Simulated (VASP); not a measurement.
A run of VASP 6.6.1 is set up as follows.

POSCAR

```
MgF2
1.0
    4.5757958346      0.0000000000      0.0000000000
    0.0000000000      4.5757958346      0.0000000000
    0.0000000000      0.0000000000      3.0156506419
Mg F
2 4
Direct
    0.0000000000      0.0000000000      0.0000000000
    0.5000000000      0.5000000000      0.5000000000
    0.3023852470      0.3023852470      0.0000000000
    0.1976147530      0.8023852470      0.5000000000
    0.8023852470      0.1976147530      0.5000000000
    0.6976147530      0.6976147530      0.0000000000
```

Contents of INCAR.step1:

```
PREC = Accurate
ENCUT = 660
ISMEAR = 0
SIGMA = 0.01
LREAL = F
LASPH = T
NELM = 120
NBANDS = 25
GGA = PE
ALGO = Normal
EDIFF = 1E-5
LWAVE = T
LCHARG = F
GGA_COMPAT = F
```

The input INCAR.step2:

```
PREC = Accurate
ENCUT = 660
EDIFF = 1E-6
ISMEAR = 0
SIGMA = 0.01
LREAL = F
LASPH = T
NELM = 120
ALGO = Normal
ISIF = 2
LWAVE = F
LCHARG = F
METAGGA = R2SCAN
LMIXTAU = T
NBANDS = 25
ISTART = 1
GGA_COMPAT = F
```

KPOINTS

```
regular mesh
0
Gamma
  6 6 8
```

Potentials or basis: VASP PAW PBE potentials, release 64 (Mg, F).

The run is started by

```console
$ cat potpaw_PBE.64/Mg/POTCAR potpaw_PBE.64/F/POTCAR > POTCAR
$ cp INCAR.step1 INCAR
$ mpirun -np 1 vasp_std > vasp.out
$ cp INCAR.step2 INCAR
$ mpirun -np 1 vasp_std > vasp.out
```

(1) Estimate the pressure.

(2) Predict the band gap on the k mesh.

(3) Estimate the largest force.

Answers

(1) 1.9 GPa.

(2) 8.25 eV.

(3) 0.008 eV/Å.

Caveat: the cell differs from its parent crystal (strain -1.0%); the PAW data sets were made with another functional, which shifts forces and pressure a little.
